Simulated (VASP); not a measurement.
# BaTiO3 (P4mm) in VASP: notebook

Runs on BaTiO3. Level: PBEsol. Tasks: electric field gradients.

Everything below comes from runs of VASP 6.6.1. Logs are shortened: lines on timing, memory, paths and dates and some standing lists are left out, and cuts for length are marked.

### Step 1. The cell of the first run

Symmetry: P4mm, No. 99, tetragonal system. The conventional cell has a = 4.026 Å, b = 4.026 Å, c = 4.045 Å, α = 90.00°, β = 90.00°, γ = 90.00°. Ba (site symmetry 4mm) has 12 O at 2.81 to 2.90 Å and 8 Ti at 3.45 to 3.53 Å within 3.7 Å. Within 2.5 Å of Ti (site symmetry 4mm) lie 6 O at 1.88 to 2.16 Å. Within 2.5 Å of O (site symmetry 4mm) lie 2 Ti at 1.88 to 2.16 Å. O (site symmetry 2mm) has 2 Ti at 2.02 Å within 2.7 Å.

### Step 2. Electric field gradients, PBEsol (volume scaled by 1.02)

INCAR

```
  PREC = Accurate
  ENCUT = 520
  EDIFF = 1E-8
  ISMEAR = -1
  SIGMA = 0.08
  LREAL = False
  LASPH = True
  NELM = 80
  ALGO = Normal
  ISIF = 2
  LWAVE = False
  LCHARG = False
  GGA = PS
  LEFG = True
  NBANDS = 28
```

KPOINTS

```
Automatic mesh
0
Gamma
  7 7 7
```

POSCAR

```
BaTiO3
1.0
    4.0262895137      0.0000000000      0.0000000000
    0.0000000000      4.0262895137      0.0000000000
    0.0000000000      0.0000000000      4.0446100470
Ba Ti O
1 1 3
Direct
    0.0000000000      0.0000000000      0.0000000000
    0.5000000000      0.5000000000      0.4820000000
    0.5000000000      0.5000000000      0.0160000000
    0.5000000000      0.0000000000      0.5150000000
    0.0000000000      0.5000000000      0.5150000000
```

Potentials or basis: VASP PAW PBE potentials, release 64 (Ba_sv, Ti_sv, O).

Started as:

```bash
cat potpaw_PBE.64/Ba_sv/POTCAR potpaw_PBE.64/Ti_sv/POTCAR potpaw_PBE.64/O/POTCAR > POTCAR
mpirun -np 1 vasp_std > vasp.out
```

OUTCAR:

```text
PREC = Accurate
   ENCUT = 520
   EDIFF = 1E-8
   ISMEAR = -1
   LREAL = False
   LASPH = True
   NELM = 80
   ISIF = 2
   GGA = PS

 ion  position               nearest neighbor table
   1  0.000  0.000  0.000-   4 2.81   5 2.81   5 2.81   4 2.81   3 2.85   3 2.85   3 2.85   3 2.85
                             4 2.90   5 2.90   5 2.90   4 2.90   2 3.45   2 3.45   2 3.45   2 3.45
   2  0.500  0.500  0.482-   3 1.88   4 2.02   5 2.02   4 2.02   5 2.02   3 2.16   1 3.45   1 3.45
                             1 3.45   1 3.45   1 3.53   1 3.53   1 3.53   1 3.53
   3  0.500  0.500  0.016-   2 1.88   2 2.16   1 2.85   1 2.85   1 2.85   1 2.85
   4  0.500  0.000  0.515-   2 2.02   2 2.02   1 2.81   1 2.81   1 2.90   1 2.90
   5  0.000  0.500  0.515-   2 2.02   2 2.02   1 2.81   1 2.81   1 2.90   1 2.90

  LATTYP: Found a simple tetragonal cell.
 ALAT       =     4.0262895137
 C/A-ratio  =     1.0045502275

  Lattice vectors:

 A1 = (   4.0262895137,   0.0000000000,   0.0000000000)
 A2 = (   0.0000000000,   4.0262895137,   0.0000000000)
 A3 = (   0.0000000000,   0.0000000000,   4.0446100470)

Analysis of symmetry for initial positions (statically):
=====================================================================
 Subroutine PRICEL returns:
 Original cell was already a primitive cell.

 Routine SETGRP: Setting up the symmetry group for a
 simple tetragonal supercell.

 Subroutine GETGRP returns: Found  8 space group operations
 (whereof  8 operations were pure point group operations)
 out of a pool of 16 trial point group operations.

The static configuration has the point symmetry C_4v.

Analysis of symmetry for dynamics (positions and initial velocities):
=====================================================================
 Subroutine PRICEL returns:
 Original cell was already a primitive cell.

 Routine SETGRP: Setting up the symmetry group for a
 simple tetragonal supercell.

 Subroutine GETGRP returns: Found  8 space group operations
 (whereof  8 operations were pure point group operations)
 out of a pool of 16 trial point group operations.

The dynamic configuration has the point symmetry C_4v.

 Subroutine INISYM returns: Found  8 space group operations
 (whereof  8 operations are pure point group operations),
 and found     1 'primitive' translations

----------------------------------------------------------------------------------------

                                     Primitive cell

  volume of cell :      65.5672

  direct lattice vectors                    reciprocal lattice vectors
     4.026289514  0.000000000  0.000000000     0.248367634  0.000000000  0.000000000
     0.000000000  4.026289514  0.000000000     0.000000000  0.248367634  0.000000000
     0.000000000  0.000000000  4.044610047     0.000000000  0.000000000  0.247242624

  length of vectors
     4.026289514  4.026289514  4.044610047     0.248367634  0.248367634  0.247242624

  position of ions in fractional coordinates (direct lattice)
     0.000000000  0.000000000  0.000000000
     0.500000000  0.500000000  0.482000000
     0.500000000  0.500000000  0.016000000
     0.500000000  0.000000000  0.515000000
     0.000000000  0.500000000  0.515000000

  ion indices of the primitive-cell ions
   primitive index   ion index
                 1           1
                 2           2
                 3           3
                 4           4
                 5           5

----------------------------------------------------------------------------------------

 KPOINTS: Automatic mesh

Automatic generation of k-mesh.
 Grid dimensions read from file:
 generate k-points for:    7    7    7

 Generating k-lattice:

  Cartesian coordinates                     Fractional coordinates (reciprocal lattice)
     0.035481091  0.000000000  0.000000000     0.142857143  0.000000000  0.000000000
     0.000000000  0.035481091  0.000000000     0.000000000  0.142857143  0.000000000
     0.000000000  0.000000000  0.035320375     0.000000000  0.000000000  0.142857143

  Length of vectors
     0.035481091  0.035481091  0.035320375

  Shift w.r.t. Gamma in fractional coordinates (k-lattice)
     0.000000000  0.000000000  0.000000000

 Subroutine IBZKPT returns following result:
 ===========================================

 Found     40 irreducible k-points:

 Following reciprocal coordinates:
            Coordinates               Weight
  0.000000  0.000000  0.000000      1.000000
  0.142857  0.000000  0.000000      4.000000
  0.285714  0.000000  0.000000      4.000000
  0.428571  0.000000  0.000000      4.000000
  0.142857  0.142857  0.000000      4.000000
  0.285714  0.142857  0.000000      8.000000
[... 16 lines left out ...]
  0.285714  0.000000  0.285714      8.000000
  0.428571  0.000000  0.285714      8.000000
 [... further k-points ...]
   k-points           NKPTS =     40   k-points in BZ     NKDIM =     40   number of bands    NBANDS=     28
   number of dos      NEDOS =    301   number of ions     NIONS =      5
   total plane-waves  NPLWV =  27000
   dimension x,y,z NGX =    30 NGY =   30 NGZ =   30
   dimension x,y,z NGXF=    60 NGYF=   60 NGZF=   60
   ions per type =               1   1   3
   NGX,Y,Z   is equivalent  to a cutoff of  12.39, 12.39, 12.33 a.u.
   NGXF,Y,Z  is equivalent  to a cutoff of  24.77, 24.77, 24.66 a.u.
 SYSTEM =  unknown system
   PREC   = accura    normal or accurate (medium, high low for compatibility)
   ISTART =      0    job   : 0-new  1-cont  2-samecut
   ICHARG =      2    charge: 1-file 2-atom 10-const
   ISPIN  =      1    spin polarized calculation?
   LNONCOLLINEAR =      F non collinear calculations
   LSORBIT =      F    spin-orbit coupling
   LASPH  =      T    aspherical Exc in radial PAW
   ENCUT  =  520.0 eV  38.22 Ry    6.18 a.u.   7.49  7.49  7.52*2*pi/ulx,y,z
   NELM   =     80;   NELMIN=  2; NELMDL= -5     # of ELM steps
   EDIFF  = 0.1E-07   stopping-criterion for ELM
   LREAL  =      F    real-space projection
   EDIFFG = 0.1E-06   stopping-criterion for IOM
   NSW    =      0    number of steps for IOM
   IBRION =     -1    ionic relax: 0-MD 1-quasi-New 2-CG
   NFREE  =      0    steps in history (QN), initial steepest desc. (CG)
   ISIF   =      2    stress and relaxation
   ISYM   =      2    0-nonsym 1-usesym 2-fastsym
   POTIM  = 0.5000    time-step for ionic-motion
   TEBEG  =    0.0;   TEEND  =   0.0 temperature during run
   PSTRESS=    0.0 pullay stress
   NELECT =      40.0000    total number of electrons
   NUPDOWN=      -1.0000    fix difference up-down
   EMIN   =  10.00;   EMAX   =-10.00  energy-range for DOS
   EFERMI =   0.00;   METHOD = LEGACY
   ISMEAR =    -1;   SIGMA  =   0.08  broadening in eV -4-tet -1-fermi 0-gaus
   EFERMI_NEDOS =   21; number of points for ismear=-14 and -15
   IALGO  =     38    algorithm
   IMIX   =      4    mixing-type and parameters
     AMIX     =   0.40;   BMIX     =  1.00
     AMIX_MAG =   1.60;   BMIX_MAG =  1.00
  volume/ion in A,a.u.               =      13.11        88.49
  Fermi-wavevector in a.u.,A,eV,Ry     =   1.388458  2.623804 26.229507  1.927814
  Thomas-Fermi vector in A             =   2.512582
   LORBIT       =      0    0 simple, 1 ext, 2 COOP (PROOUT), +10 PAW based schemes
   GGA     = PS    functional components
   LHFCALC =     F    Hartree Fock is set to
   AEXX    =    0.0000 exact exchange contribution
   IVDW    =     0    specifies the selected vdW correction
   LEPSILON=     F    determine dielectric tensor
   LRPA    =     F    only Hartree local field effects (RPA)
 non-spin polarized calculation
  energy-cutoff  :      520.00
  volume of cell :       65.57
 maximum number of plane-waves:      1791
 NGX is ok and might be reduce to    30
   NGX = 15   NGY = 15   NGZ = 15

 number of electron      39.9999977 magnetization

 Free energy of the ion-electron system (eV)
  ---------------------------------------------------
  ext. energy  EPLUGINS =         0.00000000
  ---------------------------------------------------
  free energy    TOTEN  =       -41.96165008 eV

  energy without entropy =      -41.96164815  energy(sigma->0) =      -41.96164912

 E-fermi :   4.4534     XC(G=0): -11.3948

 val. band max:        3.4688844392   @ k =   0.4286   0.4286   0.4286
 cond. band min:       5.2584089195   @ k =   0.0000   0.0000   0.0000
 fundamental gap:      1.7895244803
 Fermi energy:         4.4533644486

 k-point     1 :       0.0000    0.0000    0.0000
  band No.  band energies     occupation
      1     -52.8381      2.00000
      2     -29.1920      2.00000
      3     -29.1509      2.00000
      4     -29.1509      2.00000
      5     -21.3039      2.00000
      6     -13.2483      2.00000
[... 20 lines left out ...]
     27       8.4379      0.00000
     28      10.4339      0.00000

 k-point     2 :       0.1429    0.0000    0.0000
  band No.  band energies     occupation
      1     -52.8380      2.00000
      2     -29.1916      2.00000
      3     -29.1601      2.00000
      4     -29.1505      2.00000
      5     -21.2836      2.00000
      6     -13.2633      2.00000
[... 20 lines left out ...]
     27       8.8181      0.00000
     28      10.9192      0.00000

 k-point     3 :       0.2857    0.0000    0.0000
  band No.  band energies     occupation
      1     -52.8376      2.00000
      2     -29.1908      2.00000
      3     -29.1806      2.00000
      4     -29.1497      2.00000
      5     -21.2372      2.00000
      6     -13.3495      2.00000
[... 616 lines left out ...]
      3     -29.1791      2.00000
      4     -29.1486      2.00000
      5     -21.1866      2.00000
      6     -13.1510      2.00000
[... 20 lines left out ...]
     27      11.1462      0.00000
     28      11.8649      0.00000

 k-point    24 :       0.4286    0.0000    0.2857
  band No.  band energies     occupation
      1     -52.8367      2.00000
      2     -29.2182      2.00000
      3     -29.1953      2.00000
      4     -29.1480      2.00000
      5     -21.1566      2.00000
      6     -13.1325      2.00000
[... 20 lines left out ...]
     27      11.7586      0.00000
     28      12.2015      0.00000

 [... further k-points ...]

------------------------ aborting loop because EDIFF is reached ----------------------------------------

  FORCE on cell =-STRESS in cart. coord.  units (eV):
  Direction    XX          YY          ZZ          XY          YZ          ZX
  --------------------------------------------------------------------------------------
  -------------------------------------------------------------------------------------
  Total       -2.2301058     -2.2301058     -1.6400449      0.0000000     -0.0000000      0.0000000
  in kB      -54.4940880    -54.4940880    -40.0755657      0.0000000     -0.0000000      0.0000000
  external PRESSURE =     -49.6879139 kB  Pullay stress =       0.0000000 kB

 VOLUME and BASIS-vectors are now :
 -----------------------------------------------------------------------------
  energy-cutoff  :      520.00
  volume of cell :       65.57
      direct lattice vectors                 reciprocal lattice vectors
     4.026289514  0.000000000  0.000000000     0.248367634  0.000000000  0.000000000
     0.000000000  4.026289514  0.000000000     0.000000000  0.248367634  0.000000000
     0.000000000  0.000000000  4.044610047     0.000000000  0.000000000  0.247242624

 POSITION                                       TOTAL-FORCE (eV/Angst)
 -----------------------------------------------------------------------------------
      0.00000      0.00000      0.00000        -0.000000      0.000000     -0.093877
      2.01314      2.01314      1.94950        -0.000000     -0.000000     -0.065124
      2.01314      2.01314      0.06471        -0.000000     -0.000000      0.503932
      2.01314      0.00000      2.08297        -0.000000      0.000000     -0.172466
      0.00000      2.01314      2.08297         0.000000      0.000000     -0.172466
 -----------------------------------------------------------------------------------
    total drift:                                0.000000      0.000000     -0.000142

  FREE ENERGIE OF THE ION-ELECTRON SYSTEM (eV)
  ---------------------------------------------------
  free  energy   TOTEN  =       -41.9616500784 eV

  energy  without entropy=      -41.9616481536  energy(sigma->0) =      -41.96164912

 Electric field gradients (V/A^2)
---------------------------------------------------------------------
 ion       V_xx      V_yy      V_zz      V_xy      V_xz      V_yz
---------------------------------------------------------------------
   1       2.209     2.209    -4.419     0.000     0.000    -0.000
   2       1.140     1.140    -2.281     0.000    -0.000    -0.000
   3      -7.929    -7.929    15.859     0.000    -0.000    -0.000
   4     -13.035    27.049   -14.014    -0.000     0.000     0.000
   5      27.049   -13.035   -14.014    -0.000    -0.000     0.000
---------------------------------------------------------------------

 Electric field gradients after diagonalization (V/A^2)
 (convention: |V_zz| > |V_xx| > |V_yy|)
----------------------------------------------------------------------
 ion       V_xx      V_yy      V_zz     asymmetry (V_yy - V_xx)/ V_zz
----------------------------------------------------------------------
   1       2.209     2.209    -4.419       0.000
   2       1.140     1.140    -2.281       0.000
   3      -7.929    -7.929    15.859       0.000
   4     -14.014   -13.035    27.049       0.036
   5     -14.014   -13.035    27.049       0.036
----------------------------------------------------------------------

           NMR quadrupolar parameters

 Cq : quadrupolar parameter    Cq=e*Q*V_zz/h
 eta: asymmetry parameters     (V_yy - V_xx)/ V_zz
 Q  : nuclear electric quadrupole moment in mb (millibarn)
----------------------------------------------------------------------
 ion       Cq(MHz)       eta       Q (mb)
----------------------------------------------------------------------
   1      -0.011       0.000       1.000
   2      -0.006       0.000       1.000
   3       0.038       0.000       1.000
   4       0.065       0.036       1.000
   5       0.065       0.036       1.000
----------------------------------------------------------------------
```

Wall time 2.3 min (1 thread of Intel Xeon Platinum 8375C at 2.90GHz (Ice Lake), shared host); peak memory 0.22 GiB.

What came out:

* Free energy: -41.9617 eV
* Pressure: -5.0 GPa
* Largest force: 0.504 eV/Å
* Band gap on the k mesh: 1.79 eV, indirect (least direct gap 2.04 eV)

Forces in eV/Å, atoms in the order of the input:
```
Ba   0.000  0.000 -0.094
Ti   0.000  0.000 -0.065
O    0.000  0.000  0.504
O    0.000  0.000 -0.172
O    0.000  0.000 -0.172
```

Stress tensor (GPa, compression positive):
```
-5.45  0.00  0.00
 0.00 -5.45  0.00
 0.00  0.00 -4.01
```

Levels at points of the mesh, in eV from the valence-band top:
```
           k point  band 16  band 17  band 18  band 19  band 20  band 21  band 22  band 23  band 24  band 25
(0.00, 0.00, 0.00)    -1.18    -1.04    -0.28    -0.25    -0.25     1.79     2.08     2.08     3.98     4.12
```

Electric field gradients, principal values (V/Å²):
```
atom    least   middle  greatest (by size)
1 Ba    2.209    2.209              -4.419
2 Ti    1.140    1.140              -2.281
 3 O   -7.929   -7.929              15.859
 4 O  -13.035  -14.014              27.049
 5 O  -13.035  -14.014              27.049
```

Caveat: without QUAD_EFG the Cq values of the log hold for a quadrupole moment of 1 mb, not for the nuclei; the PAW data sets were made with another functional, which shifts forces and pressure a little; spin-orbit coupling is left out, which moves the levels of the heavy elements. A k mesh can miss the band edges.

(Continued in part 2 of 2.)
